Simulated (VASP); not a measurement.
## In: single point with PBE

In:

```
CELL_PARAMETERS angstrom
3.29517 0.00000 0.00000
-1.64759 2.85371 0.00000
0.00000 0.00000 10.57924
ATOMIC_POSITIONS crystal
In 0.66667 0.33333 0.75000
In 0.00000 0.00000 0.50000
In 0.33333 0.66667 0.25000
In 0.00000 0.00000 0.00000
```

This isn't the form of In at room conditions, which is tetragonal.

* Program: VASP 6.6.1
* Task: single point
* Functional: PBE
* Potentials or basis: VASP PAW PBE potentials, release 64 (In_d)
* Cutoff: 520 eV
* k mesh: 9 × 9 × 3
* Occupations: fermi-dirac, width 0.05 eV
* Spin: no spin polarisation
* Dipole correction: no
* Further INCAR settings: ALGO = Normal; EDIFF = 1e-06; NBANDS = 34

```
Pressure               : 4.6 GPa
Band gap on the k mesh : zero (bands 26 and 27 overlap by 5.18 eV)
```

Stress tensor (GPa, compression positive):
```
4.36 0.00 0.00
0.00 4.36 0.00
0.00 0.00 5.21
```

Levels at points of the mesh, in eV from the Fermi level:
```
           k point  band 24  band 25  band 26  band 27  band 28  band 29
(0.00, 0.00, 0.00)    -4.15    -3.55     3.54     3.55     8.50     8.50
```

Run time: 91 s on 1 thread of Intel Xeon 8259CL, with other jobs on the host, peak memory 0.26 GiB.

Caveat: the cell stands under pressure; spin-orbit coupling is left out, which moves the levels of the heavy elements.
